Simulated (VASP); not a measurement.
GaP:

```
CELL_PARAMETERS angstrom
0.00000 2.72525 2.72525
2.72525 0.00000 2.72525
2.72525 2.72525 0.00000
ATOMIC_POSITIONS crystal
Ga 0.00000 0.00000 0.00000
P 0.25000 0.25000 0.25000
```

- Program: VASP 6.6.1
- Task: relaxation of cell and atoms
- Functional: revPBE
- Potentials or basis: VASP PAW PBE potentials, release 64 (Ga_d, P)
- Cutoff: 600 eV
- k mesh: 7 × 7 × 7
- Occupations: gaussian, width 0.01 eV
- Spin: no spin polarisation

At the start: pressure 3.9 GPa; volume 20.24 Å³/atom.

Question: How do energy, volume and symmetry change on relaxing?

Answer: Over 3 steps the energy falls by 11.9 meV/atom and the volume is 21.26 Å³/atom (+5.0 %); space group F-43m (No. 216, to 0.05 Å).

The path:
| step | energy change (eV) | largest force (eV/Å) | pressure (GPa) | volume (Å³) |
| --- | --- | --- | --- | --- |
| 1 | 0.0000 | 0.0000 | 3.89 | 40.48 |
| 2 | -0.0194 | 0.0000 | -1.42 | 43.43 |
| 3 | -0.0237 | 0.0000 | -0.02 | 42.51 |

Final structure:
```
CELL_PARAMETERS angstrom
0.00000 2.77009 2.77009
2.77009 0.00000 2.77009
2.77009 2.77009 0.00000
ATOMIC_POSITIONS crystal
Ga 0.00000 0.00000 0.00000
P 0.25000 0.25000 0.25000
```

Caveat: the PAW data sets were made with another functional, which shifts forces and pressure a little.
